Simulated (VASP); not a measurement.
Crystal: Au.

```
Au
1.0
     1.44007   -1.98483    0.00000
     1.44007    1.98483    0.00000
     0.00000    0.00000    6.41121
Au
2
Cartesian
  0.0000 0.0000 1.9670
  0.0000 0.0000 4.4442
```

- Program: VASP 6.6.1
- Task: relaxation of cell and atoms
- Functional: PBE
- Potentials or basis: VASP PAW PBE potentials, release 64 (Au)
- Cutoff: 600 eV
- k mesh: 8 × 8 × 4
- Occupations: gaussian, width 0.1 eV
- Spin: no spin polarisation

At the start: pressure 61.0 GPa; volume 18.33 Å³/atom.

Problem. How do energy, volume and symmetry change on relaxing?

Solution. Over 41 steps the energy falls by 1244.3 meV/atom and the volume is 19.33 Å³/atom (+5.5 %); space group P6/mmm (No. 191, to 0.05 Å).

The path:
```tsv
step	energy change (eV)	largest force (eV/Å)	pressure (GPa)	volume (Å³)
1	0.0000	3.7207	61.02	36.65
3	-0.2797	0.4481	-10.95	72.18
5	-1.9414	0.4480	-1.94	48.21
7	-1.9439	0.5150	-0.76	47.64
9	-2.1707	0.0706	3.66	45.44
11	-2.1850	0.1061	1.91	45.83
13	-2.2052	0.0583	-0.50	46.54
15	-2.2300	0.2847	-1.71	45.09
17	-2.2466	0.4823	0.69	43.14
19	-2.2486	0.6604	2.67	41.78
21	-2.2621	0.7557	3.28	41.03
23	-2.3425	1.1770	7.18	37.66
25	-2.3241	1.3605	8.37	37.32
27	-2.3293	1.3998	10.34	36.56
29	-2.3458	1.2476	11.03	36.14
31	-2.4245	0.7995	6.29	36.99
33	-2.4739	0.1861	0.06	38.47
35	-2.4779	0.1474	-0.08	38.51
37	-2.4851	0.0059	1.03	38.46
39	-2.4883	0.0496	0.50	38.48
41	-2.4886	0.0300	-0.07	38.66
```

Final structure:
```xyz
2
Lattice="1.4046 -2.4308 0.0000 1.4046 2.4308 0.0000 0.0000 0.0000 5.6613" Properties=species:S:1:pos:R:3 pbc="T T T"
Au    0.0000    0.0000    1.4176
Au    0.0000    0.0000    4.2437
```
